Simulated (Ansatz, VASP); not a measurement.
SiC in VASP and in Ansatz

File POSCAR:

```
SiC
1.0
    0.0000000000      2.1740000000      2.1740000000
    2.1740000000      0.0000000000      2.1740000000
    2.1740000000      2.1740000000      0.0000000000
Si C
1 1
Direct
    0.1034958602      0.1034958602     -0.1766784847
    0.7500000000      0.7500000000      0.7500000000
```

Contents of INCAR.step1:

```
ALGO = Normal
EDIFF = 1E-4
ENCUT = 520
GGA = PE
ISMEAR = 0
LASPH = T
LCHARG = F
LREAL = F
LWAVE = T
NBANDS = 11
NELM = 100
PREC = Accurate
SIGMA = 0.05
```

Contents of INCAR.step2:

```
ALGO = Normal
EDIFF = 1E-6
ENCUT = 520
ISIF = 2
ISMEAR = 0
ISTART = 1
LASPH = T
LCHARG = T
LELF = T
LMIXTAU = T
LREAL = F
LVHAR = T
LWAVE = F
METAGGA = R2SCAN
NBANDS = 11
NELM = 100
PREC = Accurate
SIGMA = 0.05
```

KPOINTS

```
k-points
0
Gamma
  12 12 12
```

Input for Ansatz:

```yaml
crystal:
  lattice:
    - [0.0, 2.174, 2.174]
    - [2.174, 0.0, 2.174]
    - [2.174, 2.174, 0.0]
  atoms:
    - { symbol: Si, position: [0.1034958602, 0.1034958602, -0.1766784847] }
    - { symbol: C, position: [0.75, 0.75, 0.75] }
basis:
  ecutwfc: 500
kpoints:
  mp_grid: { grid: [12, 12, 12] }
hamiltonian:
  xc: r2scan
scf:
  occupations: { method: gaussian, width: 0.05 }
output:
  forces: true
  stress: true
  eigenvalues: true
```

Alike in both runs: task single point; functional r2SCAN; k mesh 12 × 12 × 12; occupations gaussian, width 0.05 eV; no spin polarisation.

|  | VASP | Ansatz |
| --- | --- | --- |
| version | VASP 6.6.1 | Ansatz 0.2.0 |
| potentials or method | VASP PAW PBE potentials, release 64 (Si, C), cutoff 520 eV | scalar-relativistic, plane waves, PAW |
| valence electrons in the cell | 8 | 8 |

Ansatz gave:

```
gap on the k mesh at the Fermi level (eV)                     : none
pressure (GPa)                                                : 22.3
traceless stress, the component that is largest in VASP (GPa) : -24.68
rms of the force components (eV/Å)                            : 3.454
```

What did VASP give for the same quantities?

gap on the k mesh at the Fermi level (eV): none; pressure (GPa): 21.8; traceless stress, the component that is largest in VASP (GPa): -24.29; rms of the force components (eV/Å): 3.445.

VASP's potentials were made for PBE, not for r2SCAN. Atom by atom the forces differ by 0.010 eV/Å (rms over components). A gap of «none» marks a metal or a gap that the smearing closes.
